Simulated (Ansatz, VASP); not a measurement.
## HfO2 in VASP and in Ansatz

```
Hf O
1.0
     0.00000    2.54034    2.54034
     2.54034    0.00000    2.54034
     2.54034    2.54034    0.00000
Hf O
1 2
Cartesian
  0.0000 0.0000 0.0000
  3.8105 3.8105 3.8105
  1.2702 1.2702 1.2702
```

Alike in both runs: task single point; functional PBE; dispersion D3(BJ); k mesh 7 × 7 × 7; occupations fermi-dirac, width 0.05 eV; non-collinear spin, spin-orbit coupling.

```csv
,VASP,Ansatz
version,VASP 6.6.1,Ansatz 0.2.0
potentials or method,"VASP PAW PBE potentials, release 64 (Hf_pv, O)",Ansatz PAW
plane-wave cutoff (eV),520,420
valence electrons in the cell,22,38
```

|  | VASP | Ansatz | Ansatz less VASP |
| --- | --- | --- | --- |
| pressure (GPa) | -4.7 | -1.4 | +3.35 |
| net moment per atom (μB) | 0.00 | 0.00 | 0.000 |

VASP's potentials hold 22 valence electrons a cell and Ansatz's 38, so a difference there can come from the potentials and not from the codes.

Noted on Ansatz's run: odd divisions of the mesh miss points on the zone boundary, where band edges often lie, so the gap on the mesh can be too wide.
